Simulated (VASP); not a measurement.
Here is a VASP 6.6.1 calculation.

INCAR

```
SYSTEM = IrRu19
ALGO     = Normal         ! electronic algorithm
DIPOL    = 0.5 0.5 0.500
EDIFF    = 1E-6           ! SCF threshold, eV
ENCUT    = 400            ! plane-wave cutoff, eV
GGA      = PE             ! functional
GGA_COMPAT= .FALSE.      
IDIPOL   = 3            
ISIF     = 2              ! what is computed and relaxed
ISMEAR   = 1              ! smearing method
LASPH    = .TRUE.         ! aspherical terms in the spheres
LCHARG   = .FALSE.        ! write CHGCAR
LDIPOL   = .TRUE.       
LREAL    = .FALSE.        ! projectors in reciprocal space
LWAVE    = .FALSE.        ! write WAVECAR
NBANDS   = 154            ! bands
NELM     = 120            ! most SCF steps
NELMDL   = -8           
PREC     = Accurate       ! precision mode
SIGMA    = 0.1            ! smearing width, eV
```

Contents of KPOINTS:

```
k-points
0
G
  12 12 1
  0 0 0
```

POSCAR

```
IrRu19
1.0
    5.4395046079      0.0000000000      0.0000000000
   -2.7197523040      4.7107491745      0.0000000000
    0.0000000000      0.0000000000     20.5940128308
Ru Ir
19 1
Direct
    0.1666666667      0.3333333333      0.2940900120
    0.1672092284      0.8336046142      0.2942200577
    0.6663953858      0.3327907716      0.2942200577
    0.6663953858      0.8336046142      0.2942200577
    0.3335710146      0.1664289854      0.3943746043
    0.3335710146      0.6671420292      0.3943746043
    0.8328579708      0.1664289854      0.3943746043
    0.8333333333      0.6666666667      0.3945749786
    0.1665662978      0.8332831489      0.5000000026
    0.6667168511      0.3334337022      0.5000000026
    0.6667168511      0.8332831489      0.5000000026
    0.3335710172      0.1664289828      0.6056253914
    0.3335710172      0.6671420344      0.6056253914
    0.8328579656      0.1664289828      0.6056253914
    0.8333333333      0.6666666667      0.6054250170
    0.1666666667      0.3333333333      0.7059099912
    0.1672092113      0.8336046056      0.7057799434
    0.6663953944      0.3327907887      0.7057799434
    0.6663953944      0.8336046056      0.7057799434
    0.1666666667      0.3333333333      0.5000000023
```

Potentials or basis: VASP PAW PBE potentials, release 64 (Ru_pv, Ir).

Command:

```bash
$ cat potpaw_PBE.64/Ru_pv/POTCAR potpaw_PBE.64/Ir/POTCAR > POTCAR
$ mpirun -np 1 vasp_std > vasp.out
```

(1) What does it give for the largest force?

(2) What does it give for the band gap on the k mesh?

Answers

(1) 0.077 eV/Å.

(2) zero (an odd number of electrons rules out a gap without spin polarisation).

Caveat: spin-orbit coupling is left out, which moves the levels of the heavy elements.
